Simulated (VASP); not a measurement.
# Ag (P6_3/mmc) in VASP: a series of runs

Aim: see how the results for Ag move with the level of theory and the settings. Levels: PBE, LDA, r2SCAN. Tasks: electric field gradients.

All numbers are computed with VASP 6.6.1; they aren't measurements. Logs are shortened: lines on timing, memory, paths and dates and some standing lists are left out, and cuts for length are marked.

## 1. The cell of the first run

It takes space group P6_3/mmc (No. 194, hexagonal). Conventional cell: a = 2.930 Å, b = 2.930 Å, c = 4.790 Å, α = 90.00°, β = 90.00°, γ = 120.00°. Within 3.9 Å of Ag (site symmetry -6m2) lie 12 Ag at 2.93 Å.

This isn't the form of Ag at room conditions, which is fcc.

## 2. Electric field gradients, PBE

File INCAR:

```
PREC = Accurate
ENCUT = 520
EDIFF = 1E-8
ISMEAR = -1
SIGMA = 0.02
LREAL = False
LASPH = True
NELM = 60
ALGO = Normal
ISIF = 2
LWAVE = False
LCHARG = False
GGA = PE
LEFG = True
NBANDS = 18
```

File KPOINTS:

```
regular mesh
0
Gamma
  17 17 9
```

File POSCAR:

```
Ag
1.0
    2.9300000000      0.0000000000      0.0000000000
   -1.4650000000      2.5374544331      0.0000000000
    0.0000000000      0.0000000000      4.7900000000
Ag
2
Direct
    0.3333333333      0.6666666667      0.2500000000
    0.6666666667      0.3333333333      0.7500000000
```

Potentials or basis: VASP PAW PBE potentials, release 64 (Ag).

Run with:

```console
$ cat potpaw_PBE.64/Ag/POTCAR > POTCAR
$ mpirun -np 1 vasp_std > vasp.out
```

OUTCAR:

```text
PREC = Accurate
   ENCUT = 520
   EDIFF = 1E-8
   ISMEAR = -1
   LREAL = False
   LASPH = True
   NELM = 60
   ISIF = 2
   GGA = PE

 ion  position               nearest neighbor table
   1  0.333  0.667  0.250-   2 2.93   2 2.93   2 2.93   2 2.93   2 2.93   2 2.93
   2  0.667  0.333  0.750-   1 2.93   1 2.93   1 2.93   1 2.93   1 2.93   1 2.93

  LATTYP: Found a hexagonal cell.
 ALAT       =     2.9300000000
 C/A-ratio  =     1.6348122867

  Lattice vectors:

 A1 = (   2.9300000000,   0.0000000000,   0.0000000000)
 A2 = (  -1.4650000000,   2.5374544331,   0.0000000000)
 A3 = (   0.0000000000,   0.0000000000,   4.7900000000)

Analysis of symmetry for initial positions (statically):
=====================================================================
 Subroutine PRICEL returns:
 Original cell was already a primitive cell.

 Routine SETGRP: Setting up the symmetry group for a
 hexagonal supercell.

 Subroutine GETGRP returns: Found 24 space group operations
 (whereof 12 operations were pure point group operations)
 out of a pool of 24 trial point group operations.

The static configuration has the point symmetry D_3d.
 The point group associated with its full space group is D_6h.

Analysis of symmetry for dynamics (positions and initial velocities):
=====================================================================
 Subroutine PRICEL returns:
 Original cell was already a primitive cell.

 Routine SETGRP: Setting up the symmetry group for a
 hexagonal supercell.

 Subroutine GETGRP returns: Found 24 space group operations
 (whereof 12 operations were pure point group operations)
 out of a pool of 24 trial point group operations.

The dynamic configuration has the point symmetry D_3d.
 The point group associated with its full space group is D_6h.

 Subroutine INISYM returns: Found 24 space group operations
 (whereof 12 operations are pure point group operations),
 and found     1 'primitive' translations

----------------------------------------------------------------------------------------
[... 124 lines left out ...]
 non-spin polarized calculation
  energy-cutoff  :      520.00
  volume of cell :       35.61
 maximum number of plane-waves:       990
 NGX is ok and might be reduce to    24
   NGX = 11   NGY = 11   NGZ = 17

 number of electron      22.0000005 magnetization

 Free energy of the ion-electron system (eV)
  ---------------------------------------------------
  ext. energy  EPLUGINS =         0.00000000
  ---------------------------------------------------
  free energy    TOTEN  =        -5.42309293 eV

  energy without entropy =       -5.42175853  energy(sigma->0) =       -5.42242573

 E-fermi :   7.8732     XC(G=0): -11.9519

 val. band max:        7.8694287165   @ k =   0.2353   0.1176   0.3333
 cond. band min:       7.8800496255   @ k =   0.4706  -0.0000   0.3333
 fundamental gap:      0.0106209090
 Fermi energy:         7.8731568023

 k-point     1 :       0.0000    0.0000    0.0000
  band No.  band energies     occupation
      1       0.3872      2.00000
      2       1.7057      2.00000
      3       3.1804      2.00000
      4       3.2661      2.00000
      5       3.2661      2.00000
      6       3.4851      2.00000
[... 481 lines left out ...]
      5       3.2212      2.00000
      6       3.3956      2.00000
[... 10 lines left out ...]
     17      23.2348      0.00000
     18      23.5663      0.00000

 [... further k-points ...]

------------------------ aborting loop because EDIFF is reached ----------------------------------------

  FORCE on cell =-STRESS in cart. coord.  units (eV):
  Direction    XX          YY          ZZ          XY          YZ          ZX
  --------------------------------------------------------------------------------------
  -------------------------------------------------------------------------------------
  Total       -0.0817657     -0.0817657      0.2960030      0.0000000      0.0000000      0.0000000
  in kB       -3.6785834     -3.6785834     13.3169678      0.0000000      0.0000000      0.0000000
  external PRESSURE =       1.9866003 kB  Pullay stress =       0.0000000 kB

 VOLUME and BASIS-vectors are now :
 -----------------------------------------------------------------------------
  energy-cutoff  :      520.00
  volume of cell :       35.61
      direct lattice vectors                 reciprocal lattice vectors
     2.930000000  0.000000000  0.000000000     0.341296928  0.197047873  0.000000000
    -1.465000000  2.537454433  0.000000000     0.000000000  0.394095747  0.000000000
     0.000000000  0.000000000  4.790000000     0.000000000  0.000000000  0.208768267

 POSITION                                       TOTAL-FORCE (eV/Angst)
 -----------------------------------------------------------------------------------
     -0.00000      1.69164      1.19750        -0.000000     -0.000000      0.000000
      1.46500      0.84582      3.59250         0.000000      0.000000      0.000000
 -----------------------------------------------------------------------------------
    total drift:                               -0.000000      0.000000     -0.000000

  FREE ENERGIE OF THE ION-ELECTRON SYSTEM (eV)
  ---------------------------------------------------
  free  energy   TOTEN  =        -5.4230929346 eV

  energy  without entropy=       -5.4217585344  energy(sigma->0) =       -5.42242573

 Electric field gradients (V/A^2)
---------------------------------------------------------------------
 ion       V_xx      V_yy      V_zz      V_xy      V_xz      V_yz
---------------------------------------------------------------------
   1       3.907     3.906    -7.812    -0.001     0.000    -0.000
   2       3.907     3.906    -7.812    -0.001    -0.000     0.000
---------------------------------------------------------------------

 Electric field gradients after diagonalization (V/A^2)
 (convention: |V_zz| > |V_xx| > |V_yy|)
----------------------------------------------------------------------
 ion       V_xx      V_yy      V_zz     asymmetry (V_yy - V_xx)/ V_zz
----------------------------------------------------------------------
   1       3.907     3.905    -7.812       0.000
   2       3.907     3.905    -7.812       0.000
----------------------------------------------------------------------

           NMR quadrupolar parameters

 Cq : quadrupolar parameter    Cq=e*Q*V_zz/h
 eta: asymmetry parameters     (V_yy - V_xx)/ V_zz
 Q  : nuclear electric quadrupole moment in mb (millibarn)
----------------------------------------------------------------------
 ion       Cq(MHz)       eta       Q (mb)
----------------------------------------------------------------------
   1      -0.019       0.000       1.000
   2      -0.019       0.000       1.000
----------------------------------------------------------------------
```

OSZICAR:

```text
N       E                     dE             d eps       ncg     rms          rms(c)
DAV:   1     0.124555568104E+03    0.12456E+03   -0.11711E+04  5948   0.121E+03
DAV:   2    -0.386878655864E+01   -0.12842E+03   -0.12200E+03  6154   0.266E+02
DAV:   3    -0.589968319819E+01   -0.20309E+01   -0.20249E+01  6876   0.376E+01
DAV:   4    -0.590575507105E+01   -0.60719E-02   -0.60714E-02  6632   0.203E+00
DAV:   5    -0.590580560582E+01   -0.50535E-04   -0.50534E-04  6566   0.198E-01    0.659E+00
DAV:   6    -0.544089232791E+01    0.46491E+00   -0.11728E+00  6200   0.115E+01    0.437E+00
DAV:   7    -0.542803615771E+01    0.12856E-01   -0.13627E-02  6424   0.108E+00    0.250E+00
DAV:   8    -0.542306862410E+01    0.49675E-02   -0.11398E-03  6202   0.278E-01    0.107E-01
DAV:   9    -0.542308119966E+01   -0.12576E-04   -0.19044E-05  6820   0.339E-02    0.379E-02
DAV:  10    -0.542309345225E+01   -0.12253E-04   -0.83193E-06  6524   0.265E-02    0.393E-03
DAV:  11    -0.542309298960E+01    0.46266E-06   -0.87776E-08  6656   0.245E-03    0.106E-03
DAV:  12    -0.542309291128E+01    0.78320E-07   -0.91462E-09  5102   0.797E-04    0.256E-04
DAV:  13    -0.542309293126E+01   -0.19984E-07   -0.31476E-10  3202   0.172E-04    0.382E-05
DAV:  14    -0.542309293460E+01   -0.33419E-08   -0.44996E-11  3158   0.591E-05
   1 F= -.54230929E+01 E0= -.54224257E+01  d E =-.133440E-02
```

Run time: 29 s. Hardware: 1 thread of Intel Xeon 6975P-C (Granite Rapids), shared host; peak memory 0.21 GiB.

Results:

```yaml
Free_energy: -5.4231 eV
Pressure: 0.2 GPa
Band_gap_on_the_k_mesh: zero (bands 11 and 12 overlap by 6.88 eV)
Largest_electric_field_gradient_by_atom: Ag -7.8 V/Å²
```

Electric field gradients, principal values (V/Å²):
| atom | least | middle | greatest (by size) |
| --- | --- | --- | --- |
| 1 Ag | 3.905 | 3.907 | -7.812 |
| 2 Ag | 3.905 | 3.907 | -7.812 |

Caveat: without QUAD_EFG the Cq values of the log hold for a quadrupole moment of 1 mb, not for the nuclei.

## 3. Electric field gradients, LDA

File INCAR:

```
SYSTEM = Ag
ALGO     = Normal         ! electronic algorithm
EDIFF    = 1E-8           ! SCF threshold, eV
ENCUT    = 520            ! plane-wave cutoff, eV
GGA      = CA             ! functional
ISIF     = 2              ! what is computed and relaxed
ISMEAR   = -1             ! smearing method
LASPH    = .TRUE.         ! aspherical terms in the spheres
LCHARG   = .FALSE.        ! write CHGCAR
LEFG     = .TRUE.       
LREAL    = .FALSE.        ! projectors in reciprocal space
LWAVE    = .FALSE.        ! write WAVECAR
NBANDS   = 18             ! bands
NELM     = 80             ! most SCF steps
PREC     = Accurate       ! precision mode
SIGMA    = 0.05           ! smearing width, eV
```

File KPOINTS:

```
k-points
0
G
  18 18 10
  0 0 0
```

POSCAR is that of step 2.

Potentials or basis: VASP PAW LDA potentials, release 64 (Ag).

Run with:

```console
$ cat potpaw_LDA.64/Ag/POTCAR > POTCAR
$ mpirun -np 1 vasp_std > vasp.out
```

OUTCAR:

```text
SYSTEM = Ag
   EDIFF = 1E-8
   ENCUT = 520
   GGA = CA
   ISIF = 2
   ISMEAR = -1
   LASPH = .TRUE.
   LREAL = .FALSE.
   NELM = 80
   PREC = Accurate

 ion  position               nearest neighbor table
   1  0.333  0.667  0.250-   2 2.93   2 2.93   2 2.93   2 2.93   2 2.93   2 2.93
   2  0.667  0.333  0.750-   1 2.93   1 2.93   1 2.93   1 2.93   1 2.93   1 2.93

  LATTYP: Found a hexagonal cell.
 ALAT       =     2.9300000000
 C/A-ratio  =     1.6348122867

  Lattice vectors:

 A1 = (   2.9300000000,   0.0000000000,   0.0000000000)
 A2 = (  -1.4650000000,   2.5374544331,   0.0000000000)
 A3 = (   0.0000000000,   0.0000000000,   4.7900000000)

Analysis of symmetry for initial positions (statically):
=====================================================================
 Subroutine PRICEL returns:
 Original cell was already a primitive cell.

 Routine SETGRP: Setting up the symmetry group for a
 hexagonal supercell.
[... 695 lines left out ...]
  volume of cell :       35.61
      direct lattice vectors                 reciprocal lattice vectors
     2.930000000  0.000000000  0.000000000     0.341296928  0.197047873  0.000000000
    -1.465000000  2.537454433  0.000000000     0.000000000  0.394095747  0.000000000
     0.000000000  0.000000000  4.790000000     0.000000000  0.000000000  0.208768267

 POSITION                                       TOTAL-FORCE (eV/Angst)
 -----------------------------------------------------------------------------------
     -0.00000      1.69164      1.19750        -0.000000      0.000000      0.000000
      1.46500      0.84582      3.59250         0.000000     -0.000000      0.000000
 -----------------------------------------------------------------------------------
    total drift:                               -0.000000      0.000000     -0.000000

  FREE ENERGIE OF THE ION-ELECTRON SYSTEM (eV)
  ---------------------------------------------------
  free  energy   TOTEN  =        -7.4240661396 eV

  energy  without entropy=       -7.4178594713  energy(sigma->0) =       -7.42096281

 Electric field gradients (V/A^2)
---------------------------------------------------------------------
 ion       V_xx      V_yy      V_zz      V_xy      V_xz      V_yz
---------------------------------------------------------------------
   1      -0.460    -0.461     0.922    -0.001     0.000    -0.000
   2      -0.460    -0.461     0.922    -0.001    -0.000     0.000
---------------------------------------------------------------------

 Electric field gradients after diagonalization (V/A^2)
 (convention: |V_zz| > |V_xx| > |V_yy|)
----------------------------------------------------------------------
 ion       V_xx      V_yy      V_zz     asymmetry (V_yy - V_xx)/ V_zz
----------------------------------------------------------------------
   1      -0.462    -0.460     0.922       0.002
   2      -0.462    -0.460     0.922       0.002
----------------------------------------------------------------------

           NMR quadrupolar parameters

 Cq : quadrupolar parameter    Cq=e*Q*V_zz/h
 eta: asymmetry parameters     (V_yy - V_xx)/ V_zz
 Q  : nuclear electric quadrupole moment in mb (millibarn)
----------------------------------------------------------------------
 ion       Cq(MHz)       eta       Q (mb)
----------------------------------------------------------------------
   1       0.002       0.002       1.000
   2       0.002       0.002       1.000
----------------------------------------------------------------------
```

OSZICAR:

```text
N       E                     dE             d eps       ncg     rms          rms(c)
DAV:   1     0.123626073303E+03    0.12363E+03   -0.11701E+04  7992   0.121E+03
DAV:   2    -0.595629737088E+01   -0.12958E+03   -0.12320E+03  8334   0.266E+02
DAV:   3    -0.800853246920E+01   -0.20522E+01   -0.20447E+01  9144   0.378E+01
DAV:   4    -0.801484770957E+01   -0.63152E-02   -0.63146E-02  8782   0.207E+00
DAV:   5    -0.801490039874E+01   -0.52689E-04   -0.52689E-04  8874   0.202E-01    0.693E+00
DAV:   6    -0.744861808971E+01    0.56628E+00   -0.14806E+00  8274   0.129E+01    0.449E+00
DAV:   7    -0.743205572738E+01    0.16562E-01   -0.11988E-02  8678   0.988E-01    0.254E+00
DAV:   8    -0.742404931715E+01    0.80064E-02   -0.88812E-04  8264   0.290E-01    0.705E-02
DAV:   9    -0.742406627160E+01   -0.16954E-04   -0.20455E-05  9382   0.320E-02    0.166E-02
DAV:  10    -0.742406608570E+01    0.18589E-06   -0.23064E-06  8680   0.147E-02    0.204E-03
DAV:  11    -0.742406613806E+01   -0.52356E-07   -0.80334E-08  9500   0.231E-03    0.975E-04
DAV:  12    -0.742406613960E+01   -0.15393E-08   -0.11902E-09  4482   0.302E-04
   1 F= -.74240661E+01 E0= -.74209628E+01  d E =-.620667E-02
```

It took 33 s on 1 thread of Intel Xeon 6975P-C (Granite Rapids), shared host; peak memory 0.22 GiB.

Results:

```
Free energy                             : -7.4241 eV
Pressure                                : -10.5 GPa
Band gap on the k mesh                  : zero (bands 11 and 12 overlap by 7.27 eV)
Largest electric field gradient by atom : Ag +0.9 V/Å²
```

Levels at points of the mesh, in eV from the Fermi level:
| k point | band 9 | band 10 | band 11 | band 12 | band 13 | band 14 |
| --- | --- | --- | --- | --- | --- | --- |
| (0.00, 0.00, 0.00) | -3.94 | -2.99 | -2.99 | -0.29 | 3.34 | 15.60 |
| (0.50, 0.00, 0.00) | -2.82 | -2.74 | 0.14 | 1.46 | 6.63 | 6.94 |
| (0.00, 0.00, 0.50) | -3.29 | -3.29 | -3.29 | -3.29 | 10.80 | 10.80 |
| (0.50, 0.00, 0.50) | -2.79 | -2.79 | 0.80 | 0.80 | 4.34 | 4.34 |

Electric field gradients, principal values (V/Å²):
```csv
atom,least,middle,greatest (by size)
1 Ag,-0.460,-0.462,0.922
2 Ag,-0.460,-0.462,0.922
```

Caveat: the cell stands under tension; without QUAD_EFG the Cq values of the log hold for a quadrupole moment of 1 mb, not for the nuclei.

[end of part 1 of 2]
